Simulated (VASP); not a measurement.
# MgO in VASP: notebook

The runs below take MgO through single point, with PBE, r2SCAN.

All numbers are computed with VASP 6.6.1; they aren't measurements. Logs are shortened: lines on timing, memory, paths and dates and some standing lists are left out, and cuts for length are marked.

## (1) The cell of the first run

Symmetry: R-3m, No. 166, trigonal system. The conventional cell has a = 2.973 Å, b = 2.973 Å, c = 7.103 Å, α = 90.00°, β = 90.00°, γ = 120.00°. Within 2.8 Å of Mg (site symmetry -3m) lie 6 O at 2.09 Å. Within 2.8 Å of O (site symmetry -3m) lie 6 Mg at 2.09 Å.

## (2) Single point, PBE (strain along [111] -2.5%)

File INCAR:

```
PREC     = Accurate       # precision mode
ENCUT    = 840            # plane-wave cutoff, eV
EDIFF    = 1E-6           # SCF threshold, eV
ISMEAR   = -1             # smearing method
SIGMA    = 0.02           # smearing width, eV
LREAL    = F              # projectors in reciprocal space
LASPH    = T              # aspherical terms in the spheres
NELM     = 120            # most SCF steps
ALGO     = Normal         # electronic algorithm
ISIF     = 2              # what is computed and relaxed
LWAVE    = F              # write WAVECAR
LCHARG   = T              # write CHGCAR
GGA      = PE             # functional
LELF     = T              # ELF
LVHAR    = T            
NBANDS   = 15             # bands
GGA_COMPAT= F
```

File KPOINTS:

```
regular mesh
0
Gamma
  10 10 10
```

File POSCAR:

```
MgO
1.0
   -0.0344755456      2.0676918712      2.0676918712
    2.0676918712     -0.0344755456      2.0676918712
    2.0676918712      2.0676918712     -0.0344755456
Mg O
1 1
Direct
    0.0000000000      0.0000000000      0.0000000000
    0.5000000000      0.5000000000      0.5000000000
```

Potentials or basis: VASP PAW PBE potentials, release 64 (Mg_sv, O).

Started as:

```bash
cat potpaw_PBE.64/Mg_sv/POTCAR potpaw_PBE.64/O/POTCAR > POTCAR
mpirun -np 1 vasp_std > vasp.out
```

OUTCAR:

```text
PREC = Accurate
   ENCUT = 840
   EDIFF = 1E-6
   ISMEAR = -1
   LREAL = F
   LASPH = T
   NELM = 120
   ISIF = 2
   GGA = PE

 ion  position               nearest neighbor table
   1  0.000  0.000  0.000-   2 2.09   2 2.09   2 2.09   2 2.09   2 2.09   2 2.09
   2  0.500  0.500  0.500-   1 2.09   1 2.09   1 2.09   1 2.09   1 2.09   1 2.09

  LATTYP: Found a trigonal (rhomboedric) cell.
 ALAT       =     2.9243611117
 COS(alpha) =     0.4832593816

  Lattice vectors:

 A1 = (  -0.0344755456,   2.0676918712,   2.0676918712)
 A2 = (   2.0676918712,  -0.0344755456,   2.0676918712)
 A3 = (   2.0676918712,   2.0676918712,  -0.0344755456)

Analysis of symmetry for initial positions (statically):
=====================================================================
 Subroutine PRICEL returns:
 Original cell was already a primitive cell.

 Routine SETGRP: Setting up the symmetry group for a
 trigonal (rhombohedral) supercell.

 Subroutine GETGRP returns: Found 12 space group operations
 (whereof 12 operations were pure point group operations)
 out of a pool of 12 trial point group operations.

The static configuration has the point symmetry D_3d.

Analysis of symmetry for dynamics (positions and initial velocities):
=====================================================================
 Subroutine PRICEL returns:
 Original cell was already a primitive cell.

 Routine SETGRP: Setting up the symmetry group for a
 trigonal (rhombohedral) supercell.

 Subroutine GETGRP returns: Found 12 space group operations
 (whereof 12 operations were pure point group operations)
 out of a pool of 12 trial point group operations.

The dynamic configuration has the point symmetry D_3d.

 Subroutine INISYM returns: Found 12 space group operations
 (whereof 12 operations are pure point group operations),
 and found     1 'primitive' translations

----------------------------------------------------------------------------------------

                                     Primitive cell

  volume of cell :      18.1224

  direct lattice vectors                    reciprocal lattice vectors
    -0.034475546  2.067691871  2.067691871    -0.235850196  0.239849310  0.239849310
     2.067691871 -0.034475546  2.067691871     0.239849310 -0.235850196  0.239849310
     2.067691871  2.067691871 -0.034475546     0.239849310  0.239849310 -0.235850196

  length of vectors
     2.924361112  2.924361112  2.924361112     0.413135205  0.413135205  0.413135205

  position of ions in fractional coordinates (direct lattice)
     0.000000000  0.000000000  0.000000000
     0.500000000  0.500000000  0.500000000

  ion indices of the primitive-cell ions
   primitive index   ion index
                 1           1
                 2           2

----------------------------------------------------------------------------------------

 KPOINTS: regular mesh

Automatic generation of k-mesh.
 Grid dimensions read from file:
 generate k-points for:   10   10   10

 Generating k-lattice:

  Cartesian coordinates                     Fractional coordinates (reciprocal lattice)
    -0.023585020  0.023984931  0.023984931     0.100000000  0.000000000  0.000000000
     0.023984931 -0.023585020  0.023984931     0.000000000  0.100000000  0.000000000
     0.023984931  0.023984931 -0.023585020     0.000000000  0.000000000  0.100000000

  Length of vectors
     0.041313520  0.041313520  0.041313520

  Shift w.r.t. Gamma in fractional coordinates (k-lattice)
     0.000000000  0.000000000  0.000000000

 Subroutine IBZKPT returns following result:
 ===========================================

 Found    116 irreducible k-points:

 Following reciprocal coordinates:
            Coordinates               Weight
  0.000000  0.000000  0.000000      1.000000
  0.100000 -0.000000 -0.000000      6.000000
  0.200000 -0.000000 -0.000000      6.000000
  0.300000  0.000000  0.000000      6.000000
  0.400000 -0.000000 -0.000000      6.000000
  0.500000 -0.000000 -0.000000      3.000000
[... 16 lines left out ...]
  0.300000  0.300000  0.000000      6.000000
  0.400000  0.300000  0.000000     12.000000
 [... further k-points ...]
   k-points           NKPTS =    116   k-points in BZ     NKDIM =    116   number of bands    NBANDS=     15
   number of dos      NEDOS =    301   number of ions     NIONS =      2
   total plane-waves  NPLWV =  21952
   dimension x,y,z NGX =    28 NGY =   28 NGZ =   28
   dimension x,y,z NGXF=    56 NGYF=   56 NGZF=   56
   ions per type =               1   1
   NGX,Y,Z   is equivalent  to a cutoff of  15.92, 15.92, 15.92 a.u.
   NGXF,Y,Z  is equivalent  to a cutoff of  31.84, 31.84, 31.84 a.u.
 SYSTEM =  unknown system
   PREC   = accura    normal or accurate (medium, high low for compatibility)
   ISTART =      0    job   : 0-new  1-cont  2-samecut
   ICHARG =      2    charge: 1-file 2-atom 10-const
   ISPIN  =      1    spin polarized calculation?
   LNONCOLLINEAR =      F non collinear calculations
   LSORBIT =      F    spin-orbit coupling
   LASPH  =      T    aspherical Exc in radial PAW
   ENCUT  =  840.0 eV  61.74 Ry    7.86 a.u.   6.91  6.91  6.91*2*pi/ulx,y,z
   NELM   =    120;   NELMIN=  2; NELMDL= -5     # of ELM steps
   EDIFF  = 0.1E-05   stopping-criterion for ELM
   LREAL  =      F    real-space projection
   EDIFFG = 0.1E-04   stopping-criterion for IOM
   NSW    =      0    number of steps for IOM
   IBRION =     -1    ionic relax: 0-MD 1-quasi-New 2-CG
   NFREE  =      0    steps in history (QN), initial steepest desc. (CG)
   ISIF   =      2    stress and relaxation
   ISYM   =      2    0-nonsym 1-usesym 2-fastsym
   POTIM  = 0.5000    time-step for ionic-motion
   TEBEG  =    0.0;   TEEND  =   0.0 temperature during run
   PSTRESS=    0.0 pullay stress
   NELECT =      16.0000    total number of electrons
   NUPDOWN=      -1.0000    fix difference up-down
   EMIN   =  10.00;   EMAX   =-10.00  energy-range for DOS
   EFERMI =   0.00;   METHOD = LEGACY
   ISMEAR =    -1;   SIGMA  =   0.02  broadening in eV -4-tet -1-fermi 0-gaus
   EFERMI_NEDOS =   21; number of points for ismear=-14 and -15
   IALGO  =     38    algorithm
   IMIX   =      4    mixing-type and parameters
     AMIX     =   0.40;   BMIX     =  1.00
     AMIX_MAG =   1.60;   BMIX_MAG =  1.00
  volume/ion in A,a.u.               =       9.06        61.15
  Fermi-wavevector in a.u.,A,eV,Ry     =   1.570519  2.967851 33.559190  2.466531
  Thomas-Fermi vector in A             =   2.672240
   LORBIT       =      0    0 simple, 1 ext, 2 COOP (PROOUT), +10 PAW based schemes
   GGA     = PE    functional components
   LHFCALC =     F    Hartree Fock is set to
   AEXX    =    0.0000 exact exchange contribution
   IVDW    =     0    specifies the selected vdW correction
   LEPSILON=     F    determine dielectric tensor
   LRPA    =     F    only Hartree local field effects (RPA)
 non-spin polarized calculation
  energy-cutoff  :      840.00
  volume of cell :       18.12
 maximum number of plane-waves:      1014
   NGX = 13   NGY = 13   NGZ = 13

 number of electron      15.9999995 magnetization

 Free energy of the ion-electron system (eV)
  ---------------------------------------------------
  ext. energy  EPLUGINS =         0.00000000
  ---------------------------------------------------
  free energy    TOTEN  =       -11.84002266 eV

  energy without entropy =      -11.84002266  energy(sigma->0) =      -11.84002266

 E-fermi :   3.7340     XC(G=0): -11.5457

 val. band max:        3.2636332738   @ k =   0.0000   0.0000   0.0000
 cond. band min:       8.1703368794   @ k =   0.0000   0.0000   0.0000
 fundamental gap:      4.9067036056
 Fermi energy:         3.7340142746

 k-point     1 :       0.0000    0.0000    0.0000
  band No.  band energies     occupation
      1     -69.0302      2.00000
      2     -35.7571      2.00000
      3     -35.7480      2.00000
      4     -35.7480      2.00000
      5     -14.2662      2.00000
      6       3.0792      2.00000
      7       3.0792      2.00000
      8       3.2636      2.00000
      9       8.1703      0.00000
     10      18.8710      0.00000
     11      18.8710      0.00000
     12      19.6350      0.00000
     13      23.0981      0.00000
     14      24.9368      0.00000
     15      24.9368      0.00000

 k-point     2 :       0.1000   -0.0000   -0.0000
  band No.  band energies     occupation
      1     -69.0295      2.00000
      2     -35.7611      2.00000
      3     -35.7546      2.00000
      4     -35.7489      2.00000
      5     -14.1531      2.00000
      6       2.4416      2.00000
      7       3.0113      2.00000
      8       3.1748      2.00000
      9       8.7938      0.00000
     10      17.7399      0.00000
     11      19.1307      0.00000
     12      19.8043      0.00000
     13      24.2083      0.00000
     14      24.3226      0.00000
     15      24.8291      0.00000

 k-point     3 :       0.2000   -0.0000   -0.0000
  band No.  band energies     occupation
      1     -69.0272      2.00000
      2     -35.7837      2.00000
      3     -35.7591      2.00000
      4     -35.7509      2.00000
      5     -13.8422      2.00000
      6       1.0964      2.00000
      7       2.8393      2.00000
      8       2.9919      2.00000
      9       9.9905      0.00000
     10      16.2871      0.00000
     11      19.7052      0.00000
     12      20.2743      0.00000
     13      23.4279      0.00000
     14      23.7879      0.00000
     15      25.9917      0.00000
[... 343 lines left out ...]
 k-point    23 :       0.3000    0.3000    0.0000
  band No.  band energies     occupation
      1     -69.0219      2.00000
      2     -35.8099      2.00000
      3     -35.7732      2.00000
      4     -35.7700      2.00000
      5     -13.2118      2.00000
      6      -0.0819      2.00000
      7       2.0865      2.00000
      8       2.2693      2.00000
      9      12.3115      0.00000
     10      13.6515      0.00000
     11      17.9333      0.00000
     12      21.2684      0.00000
     13      21.6663      0.00000
     14      27.6364      0.00000
     15      31.1391      0.00000

 k-point    24 :       0.4000    0.3000    0.0000
  band No.  band energies     occupation
      1     -69.0200      2.00000
      2     -35.8217      2.00000
      3     -35.7781      2.00000
      4     -35.7749      2.00000
      5     -12.9547      2.00000
      6      -0.5262      2.00000
      7       1.7214      2.00000
      8       2.1213      2.00000
      9      13.1118      0.00000
     10      13.3248      0.00000
     11      17.0924      0.00000
     12      21.7592      0.00000
     13      21.9398      0.00000
     14      28.4365      0.00000
     15      30.7049      0.00000

 [... further k-points ...]

------------------------ aborting loop because EDIFF is reached ----------------------------------------

  FORCE on cell =-STRESS in cart. coord.  units (eV):
  Direction    XX          YY          ZZ          XY          YZ          ZX
  --------------------------------------------------------------------------------------
  -------------------------------------------------------------------------------------
  Total        1.1611746      1.1611746      1.1611746      0.2720084      0.2720084      0.2720084
  in kB      102.6581598    102.6581598    102.6581598     24.0479561     24.0479561     24.0479561
  external PRESSURE =     102.6581598 kB  Pullay stress =       0.0000000 kB

 VOLUME and BASIS-vectors are now :
 -----------------------------------------------------------------------------
  energy-cutoff  :      840.00
  volume of cell :       18.12
      direct lattice vectors                 reciprocal lattice vectors
    -0.034475546  2.067691871  2.067691871    -0.235850196  0.239849310  0.239849310
     2.067691871 -0.034475546  2.067691871     0.239849310 -0.235850196  0.239849310
     2.067691871  2.067691871 -0.034475546     0.239849310  0.239849310 -0.235850196

 POSITION                                       TOTAL-FORCE (eV/Angst)
 -----------------------------------------------------------------------------------
      0.00000      0.00000      0.00000         0.000000     -0.000000     -0.000000
      2.05045      2.05045      2.05045        -0.000000      0.000000      0.000000
 -----------------------------------------------------------------------------------
    total drift:                                0.000000      0.000000      0.000000

  FREE ENERGIE OF THE ION-ELECTRON SYSTEM (eV)
  ---------------------------------------------------
  free  energy   TOTEN  =       -11.8400226621 eV

  energy  without entropy=      -11.8400226621  energy(sigma->0) =      -11.84002266
```

Wall time 38 s (1 thread of Intel Xeon Platinum 8375C at 2.90GHz (Ice Lake), shared host); peak memory 0.19 GiB.

What came out:

```yaml
Free_energy: -11.8400 eV
Pressure: 10.3 GPa
Band_gap_on_the_k_mesh: 4.91 eV
```

Caveat: the cell differs from its parent crystal (strain along [111] -2.5%); the cell stands under pressure.

## (3) Single point, r2SCAN (strain +5.8%)

File POSCAR:

```
MgO
1.0
    0.0000000000      2.2240931270      2.2240931270
    2.2240931270      0.0000000000      2.2240931270
    2.2240931270      2.2240931270      0.0000000000
Mg O
1 1
Direct
    0.0000000000      0.0000000000      0.0000000000
    0.5000000000      0.5000000000      0.5000000000
```

File INCAR.step1:

```
SYSTEM = MgO
ALGO = Normal
EDIFF = 1E-5
ENCUT = 920
GGA = PE
GGA_COMPAT = .False.
ISMEAR = 0
LASPH = .True.
LCHARG = .False.
LREAL = .False.
LWAVE = .True.
NBANDS = 15
NELM = 120
PREC = Accurate
SIGMA = 0.01
```

File INCAR.step2:

```
SYSTEM = MgO
ALGO = Normal
EDIFF = 1E-6
ENCUT = 920
GGA_COMPAT = .False.
ISIF = 2
ISMEAR = 0
ISTART = 1
LASPH = .True.
LCHARG = .False.
LMIXTAU = .True.
LREAL = .False.
LWAVE = .False.
METAGGA = R2SCAN
NBANDS = 15
NELM = 120
PREC = Accurate
SIGMA = 0.01
```

File KPOINTS:

```
k-points
0
Gamma
  10 10 10
  0 0 0
```

Potentials or basis: VASP PAW PBE potentials, release 64 (Mg_sv, O).

Started as:

```bash
cat potpaw_PBE.64/Mg_sv/POTCAR potpaw_PBE.64/O/POTCAR > POTCAR
cp INCAR.step1 INCAR
mpirun -np 1 vasp_std > vasp.out
cp INCAR.step2 INCAR
mpirun -np 1 vasp_std > vasp.out
```

Run time: 95 s. Hardware: 1 thread of Intel Xeon Platinum 8259CL at 2.50GHz (Skylake/Cascade Lake), shared host; peak memory 0.2 GiB.

The run converged. Its results:

| Item | Value |
| --- | --- |
| Free energy | -15.9210 eV |
| Pressure | -19.7 GPa |
| Band gap on the k mesh | 4.16 eV |

Levels at points of the mesh, in eV from the valence-band top:
```
           k point  band 4  band 5  band 6  band 7  band 8  band 9  band 10  band 11  band 12  band 13
(0.00, 0.00, 0.00)  -40.73  -17.44    0.00    0.00    0.00    4.16    15.88    15.88    15.88    19.53
(0.50, 0.00, 0.00)  -40.74  -16.54   -3.92   -0.51   -0.51    7.79    11.97    15.84    15.84    20.08
(0.50, 0.50, 0.00)  -40.75  -16.37   -3.45   -1.15   -1.15    9.44     9.76    12.58    18.00    18.00
```

Caveat: the cell differs from its parent crystal (strain +5.8%); the cell stands under tension; the PAW data sets were made with another functional, which shifts forces and pressure a little.

## (4) Single point, r2SCAN (strain along [111] -2.5%)

File POSCAR:

```
MgO
1.0
   -0.0344755456      2.0676918712      2.0676918712
    2.0676918712     -0.0344755456      2.0676918712
    2.0676918712      2.0676918712     -0.0344755456
Mg O
1 1
Direct
    0.0000000000      0.0000000000      0.0000000000
    0.5000000000      0.5000000000      0.5000000000
```

File INCAR.step1:

```
SYSTEM = MgO
PREC     = Accurate       ! precision mode
ENCUT    = 920            ! plane-wave cutoff, eV
ISMEAR   = 0              ! smearing method
SIGMA    = 0.01           ! smearing width, eV
LREAL    = .False.        ! projectors in reciprocal space
LASPH    = .True.         ! aspherical terms in the spheres
NELM     = 120            ! most SCF steps
NBANDS   = 15             ! bands
GGA      = PE             ! functional
ALGO     = Normal         ! electronic algorithm
EDIFF    = 1E-5           ! SCF threshold, eV
LWAVE    = .True.         ! write WAVECAR
LCHARG   = .False.        ! write CHGCAR
GGA_COMPAT= .False.
```

File INCAR.step2:

```
SYSTEM = MgO
PREC     = Accurate       ! precision mode
ENCUT    = 920            ! plane-wave cutoff, eV
EDIFF    = 1E-6           ! SCF threshold, eV
ISMEAR   = 0              ! smearing method
SIGMA    = 0.01           ! smearing width, eV
LREAL    = .False.        ! projectors in reciprocal space
LASPH    = .True.         ! aspherical terms in the spheres
NELM     = 120            ! most SCF steps
ALGO     = Normal         ! electronic algorithm
ISIF     = 2              ! what is computed and relaxed
LWAVE    = .False.        ! write WAVECAR
LCHARG   = .False.        ! write CHGCAR
METAGGA  = R2SCAN         ! meta-GGA
LMIXTAU  = .True.       
NBANDS   = 15             ! bands
ISTART   = 1            
GGA_COMPAT= .False.
```

File KPOINTS:

```
Automatic mesh
0
Gamma
  10 10 10
  0 0 0
```

Started as:

```bash
cat potpaw_PBE.64/Mg_sv/POTCAR potpaw_PBE.64/O/POTCAR > POTCAR
cp INCAR.step1 INCAR
mpirun -np 1 vasp_std > vasp.out
cp INCAR.step2 INCAR
mpirun -np 1 vasp_std > vasp.out
```

It took 5.6 min on 1 thread of Intel Xeon Platinum 8259CL at 2.50GHz (Skylake/Cascade Lake), shared host; peak memory 0.21 GiB.

Results (log left out):

- Free energy: -16.1390 eV
- Pressure: 4.9 GPa
- Band gap on the k mesh: 5.82 eV

Stress tensor (GPa, compression positive):
```
4.90 2.56 2.56
2.56 4.90 2.56
2.56 2.56 4.90
```

Levels at points of the mesh, in eV from the valence-band top:
```tsv
k point	band 6	band 7	band 8	band 9	band 10	band 11
(0.00, 0.00, 0.00)	-0.19	-0.19	0.00	5.82	16.66	16.66
(0.50, 0.00, 0.00)	-4.89	-0.86	-0.73	8.96	13.97	17.66
(0.50, 0.50, 0.00)	-4.32	-1.64	-1.43	9.93	11.40	14.52
(0.50, 0.50, 0.50)	-4.77	-0.95	-0.95	8.73	14.36	17.34
```

Caveat: the cell differs from its parent crystal (strain along [111] -2.5%); the cell stands under pressure; the PAW data sets were made with another functional, which shifts forces and pressure a little.

## (5) The runs side by side

```tsv
level	cell	cutoff (eV)	smearing	gap on the mesh (eV)	pressure (GPa)
PBE	a = 2.924 Å, angles 61.1°, 2 atoms	840	fermi-dirac 0.02 eV	4.91	10.3
r2SCAN	a = 3.145 Å, angles 60.0°, 2 atoms	920	gaussian 0.01 eV	4.16	-19.7
r2SCAN	a = 2.924 Å, angles 61.1°, 2 atoms	920	gaussian 0.01 eV	5.82	4.9
```

Alike in all rows: task single point; potentials or basis VASP PAW PBE potentials, release 64 (Mg_sv, O); no spin polarisation; k mesh 10 × 10 × 10.

Caveats: the cell stands under pressure (at least some runs); the PAW data sets were made with another functional, which shifts forces and pressure a little (at least some runs); the cell stands under tension (at least some runs).

Total energies depend on the potentials used, so only differences within one code and one set of settings carry meaning.
